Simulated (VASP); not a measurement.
A run of VASP 6.6.1 is set up as follows.

File INCAR:

```
SYSTEM = PtSe2
PREC = Accurate ; ENCUT = 600
EDIFF = 1E-6 ; ISMEAR = -1
SIGMA = 0.02 ; LREAL = .False.
LASPH = .True. ; NELM = 80
ALGO = Normal ; ISIF = 3
LWAVE = .False. ; LCHARG = .False.
GGA = PS ; IBRION = 2
NSW = 80 ; EDIFFG = -0.005
```

File KPOINTS:

```
Automatic mesh
0
Gamma
  6 6 6
  0 0 0
```

POSCAR

```
PtSe2
1.0
    0.0000000000      3.1459370854      3.1459370854
    3.1459370854      0.0000000000      3.1459370854
    3.1459370854      3.1459370854      0.0000000000
Pt Se
1 2
Direct
    0.0000000000      0.0000000000      0.0000000000
    0.2500000000      0.2500000000      0.2500000000
    0.7500000000      0.7500000000      0.7500000000
```

Potentials or basis: VASP PAW PBE potentials, release 64 (Pt, Se).

Command:

```bash
$ cat potpaw_PBE.64/Pt/POTCAR potpaw_PBE.64/Se/POTCAR > POTCAR
$ mpirun -np 1 vasp_std > vasp.out
```

(1) What does it give for the relaxed cell?

(2) Predict the space group after relaxing (to 0.1 Å).

(3) Estimate the relaxed volume.

## Answers

(1) a = 4.385 Å, b = 4.385 Å, c = 4.385 Å, α = 60.00°, β = 60.00°, γ = 60.00°.

(2) Fm-3m (No. 225).

(3) 19.87 Å³/atom.

Caveat: the PAW data sets were made with another functional, which shifts forces and pressure a little.
